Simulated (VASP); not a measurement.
# FeO (Wuestite) (R-3m) in VASP: a series of runs

FeO (Wuestite) is run at these levels: PBE; tasks: single point.

All numbers are computed with VASP 6.6.1; they aren't measurements. Logs are shortened: lines on timing, memory, paths and dates and some standing lists are left out, and cuts for length are marked.

## 1. The cell of the first run

It takes space group R-3m (No. 166, trigonal). Conventional cell: a = 2.997 Å, b = 2.997 Å, c = 7.457 Å, α = 90.00°, β = 90.00°, γ = 120.00°. Fe (site symmetry -3m) has 6 O at 2.13 Å within 2.8 Å. O (site symmetry -3m) has 6 Fe at 2.13 Å within 2.8 Å.

## 2. Single point, PBE, collinear spin, ferromagnetic start

File INCAR:

```
SYSTEM = FeO
ALGO = Normal ; EDIFF = 1E-7
ENCUT = 520 ; GGA = PE
ISIF = 2 ; ISMEAR = -1
ISPIN = 2 ; LASPH = .TRUE.
LCHARG = .FALSE. ; LMAXMIX = 4
LORBIT = 11 ; LREAL = .FALSE.
LWAVE = .FALSE. ; MAGMOM = 3 0
NBANDS = 18 ; NELM = 150
PREC = Accurate ; SIGMA = 0.05
```

File KPOINTS:

```
k-points
0
G
  11 11 11
  0 0 0
```

File POSCAR:

```
FeO
1.0
    1.4982937792      0.8650403168      2.4855247686
   -1.4982937792      0.8650403168      2.4855247686
    0.0000000000     -1.7300806335      2.4855247686
Fe O
1 1
Direct
    0.0000000000      0.0000000000      0.0000000000
    0.5000000000      0.5000000000      0.5000000000
```

Potentials or basis: VASP PAW PBE potentials, release 64 (Fe, O).

On the command line:

```
$ cat potpaw_PBE.64/Fe/POTCAR potpaw_PBE.64/O/POTCAR > POTCAR
$ mpirun -np 1 vasp_std > vasp.out
```

OUTCAR:

```text
SYSTEM = FeO
   EDIFF = 1E-7
   ENCUT = 520
   GGA = PE
   ISIF = 2
   ISMEAR = -1
   ISPIN = 2
   LASPH = .TRUE.
   LORBIT = 11
   LREAL = .FALSE.
   NELM = 150
   PREC = Accurate

 ion  position               nearest neighbor table
   1  0.000  0.000  0.000-   2 2.13   2 2.13   2 2.13   2 2.13   2 2.13   2 2.13
   2  0.500  0.500  0.500-   1 2.13   1 2.13   1 2.13   1 2.13   1 2.13   1 2.13

  LATTYP: Found a trigonal (rhomboedric) cell.
 ALAT       =     3.0283679390
 COS(alpha) =     0.5104391626

  Lattice vectors:

 A1 = (   1.4982937792,   0.8650403168,   2.4855247686)
 A2 = (  -1.4982937792,   0.8650403168,   2.4855247686)
 A3 = (   0.0000000000,  -1.7300806335,   2.4855247686)

Analysis of symmetry for initial positions (statically):
=====================================================================
 Subroutine PRICEL returns:
 Original cell was already a primitive cell.

 Routine SETGRP: Setting up the symmetry group for a
 trigonal (rhombohedral) supercell.

 Subroutine GETGRP returns: Found 12 space group operations
 (whereof 12 operations were pure point group operations)
 out of a pool of 12 trial point group operations.

The static configuration has the point symmetry D_3d.

Analysis of symmetry for dynamics (positions and initial velocities):
=====================================================================
 Subroutine PRICEL returns:
 Original cell was already a primitive cell.

 Routine SETGRP: Setting up the symmetry group for a
 trigonal (rhombohedral) supercell.

 Subroutine GETGRP returns: Found 12 space group operations
 (whereof 12 operations were pure point group operations)
 out of a pool of 12 trial point group operations.

The dynamic configuration has the point symmetry D_3d.

Analysis of structural, dynamic, and magnetic symmetry:
=====================================================================
 Subroutine PRICEL returns:
 Original cell was already a primitive cell.

 Routine SETGRP: Setting up the symmetry group for a
 trigonal (rhombohedral) supercell.

 Subroutine GETGRP returns: Found 12 space group operations
 (whereof 12 operations were pure point group operations)
 out of a pool of 12 trial point group operations.

The overall configuration has the point symmetry D_3d.

 Subroutine INISYM returns: Found 12 space group operations
 (whereof 12 operations are pure point group operations),
 and found     1 'primitive' translations

----------------------------------------------------------------------------------------

                                     Primitive cell

  volume of cell :      19.3287

  direct lattice vectors                    reciprocal lattice vectors
     1.498293779  0.865040317  2.485524769     0.333712925  0.192669247  0.134109842
    -1.498293779  0.865040317  2.485524769    -0.333712925  0.192669247  0.134109842
     0.000000000 -1.730080634  2.485524769     0.000000000 -0.385338494  0.134109842

  length of vectors
     3.028367939  3.028367939  3.028367939     0.408008830  0.408008830  0.408008830

  position of ions in fractional coordinates (direct lattice)
     0.000000000  0.000000000  0.000000000
     0.500000000  0.500000000  0.500000000

  ion indices of the primitive-cell ions
   primitive index   ion index
                 1           1
                 2           2

----------------------------------------------------------------------------------------

 KPOINTS: k-points

Automatic generation of k-mesh.
 Grid dimensions read from file:
 generate k-points for:   11   11   11

 Generating k-lattice:

  Cartesian coordinates                     Fractional coordinates (reciprocal lattice)
     0.030337539  0.017515386  0.012191804     0.090909091 -0.000000000 -0.000000000
    -0.030337539  0.017515386  0.012191804    -0.000000000  0.090909091 -0.000000000
     0.000000000 -0.035030772  0.012191804    -0.000000000 -0.000000000  0.090909091

  Length of vectors
     0.037091712  0.037091712  0.037091712

  Shift w.r.t. Gamma in fractional coordinates (k-lattice)
     0.000000000  0.000000000  0.000000000

 Subroutine IBZKPT returns following result:
 ===========================================

 Found    146 irreducible k-points:

 Following reciprocal coordinates:
            Coordinates               Weight
  0.000000  0.000000  0.000000      1.000000
  0.090909 -0.000000 -0.000000      6.000000
  0.181818 -0.000000 -0.000000      6.000000
  0.272727 -0.000000 -0.000000      6.000000
  0.363636 -0.000000 -0.000000      6.000000
  0.454545 -0.000000 -0.000000      6.000000
[... 16 lines left out ...]
 -0.272727  0.181818 -0.000000     12.000000
 -0.181818  0.181818  0.000000      6.000000
 [... further k-points ...]
   k-points           NKPTS =    146   k-points in BZ     NKDIM =    146   number of bands    NBANDS=     18
   number of dos      NEDOS =    301   number of ions     NIONS =      2
   total plane-waves  NPLWV =  13824
   dimension x,y,z NGX =    24 NGY =   24 NGZ =   24
   dimension x,y,z NGXF=    48 NGYF=   48 NGZF=   48
   ions per type =               1   1
   NGX,Y,Z   is equivalent  to a cutoff of  13.18, 13.18, 13.18 a.u.
   NGXF,Y,Z  is equivalent  to a cutoff of  26.35, 26.35, 26.35 a.u.
 SYSTEM =  FeO
   PREC   = accura    normal or accurate (medium, high low for compatibility)
   ISTART =      0    job   : 0-new  1-cont  2-samecut
   ICHARG =      2    charge: 1-file 2-atom 10-const
   ISPIN  =      2    spin polarized calculation?
   LNONCOLLINEAR =      F non collinear calculations
   LSORBIT =      F    spin-orbit coupling
   LASPH  =      T    aspherical Exc in radial PAW
   ENCUT  =  520.0 eV  38.22 Ry    6.18 a.u.   5.63  5.63  5.63*2*pi/ulx,y,z
   NELM   =    150;   NELMIN=  2; NELMDL= -5     # of ELM steps
   EDIFF  = 0.1E-06   stopping-criterion for ELM
   LREAL  =      F    real-space projection
   EDIFFG = 0.1E-05   stopping-criterion for IOM
   NSW    =      0    number of steps for IOM
   IBRION =     -1    ionic relax: 0-MD 1-quasi-New 2-CG
   NFREE  =      0    steps in history (QN), initial steepest desc. (CG)
   ISIF   =      2    stress and relaxation
   ISYM   =      2    0-nonsym 1-usesym 2-fastsym
   POTIM  = 0.5000    time-step for ionic-motion
   TEBEG  =    0.0;   TEEND  =   0.0 temperature during run
   PSTRESS=    0.0 pullay stress
   NELECT =      14.0000    total number of electrons
   NUPDOWN=      -1.0000    fix difference up-down
   EMIN   =  10.00;   EMAX   =-10.00  energy-range for DOS
   EFERMI =   0.00;   METHOD = LEGACY
   ISMEAR =    -1;   SIGMA  =   0.05  broadening in eV -4-tet -1-fermi 0-gaus
   EFERMI_NEDOS =   21; number of points for ismear=-14 and -15
   IALGO  =     38    algorithm
   IMIX   =      4    mixing-type and parameters
     AMIX     =   0.40;   BMIX     =  1.00
     AMIX_MAG =   1.60;   BMIX_MAG =  1.00
  volume/ion in A,a.u.               =       9.66        65.22
  Fermi-wavevector in a.u.,A,eV,Ry     =   1.470223  2.778319 29.409760  2.161556
  Thomas-Fermi vector in A             =   2.585506
   LORBIT       =     11    0 simple, 1 ext, 2 COOP (PROOUT), +10 PAW based schemes
   GGA     = PE    functional components
   LHFCALC =     F    Hartree Fock is set to
   AEXX    =    0.0000 exact exchange contribution
   IVDW    =     0    specifies the selected vdW correction
   LEPSILON=     F    determine dielectric tensor
   LRPA    =     F    only Hartree local field effects (RPA)
 spin polarized calculation
  energy-cutoff  :      520.00
  volume of cell :       19.33
 maximum number of plane-waves:       540
   NGX = 11   NGY = 11   NGZ = 11

 number of electron      13.9999998 magnetization       3.9994688

 Free energy of the ion-electron system (eV)
  ---------------------------------------------------
  ext. energy  EPLUGINS =         0.00000000
  ---------------------------------------------------
  free energy    TOTEN  =       -14.91979836 eV

  energy without entropy =      -14.90860102  energy(sigma->0) =      -14.91419969

 E-fermi :   6.5870     XC(G=0): -12.3614

 val. band max:        6.5855390167   @ k =  -0.4545   0.1818   0.0000
 cond. band min:       6.5945003690   @ k =   0.4545   0.1818   0.1818
 fundamental gap:      0.0089613523
 Fermi energy:         6.5870264334

 spin component 1

 k-point     1 :       0.0000    0.0000    0.0000
  band No.  band energies     occupation
      1     -14.4245      1.00000
      2       2.6013      1.00000
      3       2.6334      1.00000
      4       2.7011      1.00000
      5       2.7011      1.00000
      6       2.7043      1.00000
[... 10 lines left out ...]
     17      27.9969      0.00000
     18      30.8239      0.00000
[... 463 lines left out ...]
 k-point    24 :      -0.1818    0.1818    0.0000
  band No.  band energies     occupation
      1     -13.6634      1.00000
      2      -0.8840      1.00000
      3       0.1824      1.00000
      4       0.7423      1.00000
      5       3.0414      1.00000
      6       3.3780      1.00000
[... 10 lines left out ...]
     17      33.9076      0.00000
     18      35.5950      0.00000

 [... further k-points ...]

 spin component 2

 k-point     1 :       0.0000    0.0000    0.0000
  band No.  band energies     occupation
      1     -13.8785      1.00000
      2       3.1743      1.00000
      3       3.2808      1.00000
      4       3.2808      1.00000
      5       5.7451      1.00000
      6       5.8358      1.00000
[... 10 lines left out ...]
     17      29.6074      0.00000
     18      31.9266      0.00000
[... 463 lines left out ...]
 k-point    24 :      -0.1818    0.1818    0.0000
  band No.  band energies     occupation
      1     -13.1035      1.00000
      2       0.0036      1.00000
      3       1.6654      1.00000
      4       1.7835      1.00000
      5       6.2963      0.99703
      6       6.5313      0.75285
[... 10 lines left out ...]
     17      34.7581      0.00000
     18      36.3230      0.00000

 [... further k-points ...]
[... 5 lines left out ...]
  --------------------------------------------------------------------------------------
  -------------------------------------------------------------------------------------
  Total        0.8898353      0.8898353      0.7829337     -0.0000000      0.0000000      0.0000000
  in kB       73.7594262     73.7594262     64.8982370     -0.0000000      0.0000000      0.0000000
  external PRESSURE =      70.8056964 kB  Pullay stress =       0.0000000 kB

 VOLUME and BASIS-vectors are now :
 -----------------------------------------------------------------------------
  energy-cutoff  :      520.00
  volume of cell :       19.33
      direct lattice vectors                 reciprocal lattice vectors
     1.498293779  0.865040317  2.485524769     0.333712925  0.192669247  0.134109842
    -1.498293779  0.865040317  2.485524769    -0.333712925  0.192669247  0.134109842
     0.000000000 -1.730080634  2.485524769     0.000000000 -0.385338494  0.134109842

 POSITION                                       TOTAL-FORCE (eV/Angst)
 -----------------------------------------------------------------------------------
      0.00000      0.00000      0.00000         0.000000      0.000000     -0.000000
      0.00000      0.00000      3.72829        -0.000000     -0.000000      0.000000
 -----------------------------------------------------------------------------------
    total drift:                               -0.000000      0.000000     -0.000000

  FREE ENERGIE OF THE ION-ELECTRON SYSTEM (eV)
  ---------------------------------------------------
  free  energy   TOTEN  =       -14.9197983613 eV

  energy  without entropy=      -14.9086010247  energy(sigma->0) =      -14.91419969

 total charge

# of ion       s       p       d       tot
------------------------------------------
    1        0.298   0.383   6.112   6.792
    2        1.557   3.457   0.000   5.014
--------------------------------------------------
tot          1.854   3.840   6.112  11.806

 magnetization (x)

# of ion       s       p       d       tot
------------------------------------------
    1        0.027   0.022   3.564   3.613
    2        0.031   0.277   0.000   0.309
--------------------------------------------------
tot          0.058   0.299   3.564   3.922
```

Run time: 77 s. Hardware: 1 thread of Intel Xeon Platinum 8259CL at 2.50GHz (Skylake/Cascade Lake), shared host; peak memory 0.2 GiB.

What came out:

- Free energy: -14.9198 eV
- Pressure: 7.1 GPa
- Band gap on the k mesh: zero (filled and empty bands overlap)
- Net moment: 4.00 μB per cell
- Site moments: Fe +3.61; O +0.31 μB
- Valence electrons inside the program's atomic spheres: Fe 6.79; O 5.01

Caveat: a cell with one magnetic atom can't hold antiferromagnetic order, which such compounds often take; semilocal functionals often make such compounds metallic where correlation or magnetic order opens a gap, which also shifts bond lengths. With open d or f shells a metallic result of PBE can be an artefact of self-interaction; +U or a hybrid may open a gap.

## 3. Single point, PBE, collinear spin, ferromagnetic start

This run uses another cell than the first one, of 9.87 Å³/atom, 1.021 times its volume.

File INCAR:

```
  PREC = Accurate
  ENCUT = 520
  EDIFF = 1E-6
  ISMEAR = -1
  SIGMA = 0.05
  LREAL = F
  LASPH = T
  NELM = 150
  ALGO = Normal
  ISIF = 2
  LWAVE = F
  LCHARG = F
  ISPIN = 2
  MAGMOM = 3 0
  LORBIT = 11
  LMAXMIX = 4
  GGA = PE
  NBANDS = 18
```

File KPOINTS:

```
Automatic mesh
0
Gamma
  11 11 11
```

File POSCAR:

```
FeO
1.0
    1.5086271663      0.8710063006      2.5026668604
   -1.5086271663      0.8710063006      2.5026668604
    0.0000000000     -1.7420126011      2.5026668604
Fe O
1 1
Direct
    0.0000000000      0.0000000000      0.0000000000
    0.5000000000      0.5000000000      0.5000000000
```

Potentials or basis: VASP PAW PBE potentials, release 64 (Fe, O).

On the command line:

```
$ cat potpaw_PBE.64/Fe/POTCAR potpaw_PBE.64/O/POTCAR > POTCAR
$ mpirun -np 1 vasp_std > vasp.out
```

Run time: 73 s. Hardware: 1 thread of Intel Xeon Platinum 8259CL at 2.50GHz (Skylake/Cascade Lake), shared host; peak memory 0.21 GiB.

The run converged. Its results:

```
Free energy                                           : -14.9325 eV
Pressure                                              : 2.7 GPa
Band gap on the k mesh                                : zero (filled and empty bands overlap)
Net moment                                            : 4.00 μB per cell
Site moments                                          : Fe +3.62; O +0.30 μB
Valence electrons inside the program's atomic spheres : Fe 6.76; O 5.00
```

Stress tensor (GPa, compression positive):
```
3.03 0.00 0.00
0.00 3.03 0.00
0.00 0.00 2.08
```

Levels at points of the mesh, in eV from the Fermi level:
Spin up:
```csv
k point,band 6,band 7,band 8,band 9,band 10,band 11,band 12,band 13
"(0.00, 0.00, 0.00)",-3.81,-3.81,-3.67,-3.67,0.18,15.52,16.89,17.30
```
Spin down:
| k point | band 2 | band 3 | band 4 | band 5 | band 6 | band 7 | band 8 | band 9 |
| --- | --- | --- | --- | --- | --- | --- | --- | --- |
| (0.00, 0.00, 0.00) | -3.35 | -3.24 | -3.24 | -0.81 | -0.72 | -0.72 | 0.19 | 0.19 |

Caveat: a cell with one magnetic atom can't hold antiferromagnetic order, which such compounds often take; semilocal functionals often make such compounds metallic where correlation or magnetic order opens a gap, which also shifts bond lengths.
